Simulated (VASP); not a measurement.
A run of VASP 6.6.1:

The input INCAR:

```
SYSTEM = W
PREC = Accurate
ENCUT = 600
EDIFF = 1E-6
ISMEAR = 0
SIGMA = 0.1
LREAL = .False.
LASPH = .True.
NELM = 80
ALGO = Fast
ISIF = 3
LWAVE = .False.
LCHARG = .False.
GGA = PE
IBRION = 2
NSW = 65
EDIFFG = -0.01
```

File KPOINTS:

```
Automatic mesh
0
Gamma
  18 18 6
  0 0 0
```

Contents of POSCAR:

```
W
1.0
    2.7765756484      0.0000000000      0.0000000000
   -1.3882878242      2.4045850471      0.0000000000
    0.0000000000      0.0000000000      7.4266686937
W
3
Direct
    0.0000000000      0.0000000000      0.0000000000
    0.3333333333      0.6666666667      0.3333333333
    0.6666666667      0.3333333333      0.6666666667
```

Potentials or basis: VASP PAW PBE potentials, release 64 (W_sv).

The run is started by

```sh
$ cat potpaw_PBE.64/W_sv/POTCAR > POTCAR
$ mpirun -np 1 vasp_std > vasp.out
```

Hardware: 1 thread of Oxide Virtual Turin-like Processor, on a shared host.

How long does it take, and how much memory?

It took 23 min on 1 thread of Oxide Virtual Turin-like Processor (shared host), peak memory 0.33 GiB. Counts: scf iterations 63, k points 202, ion steps 5.
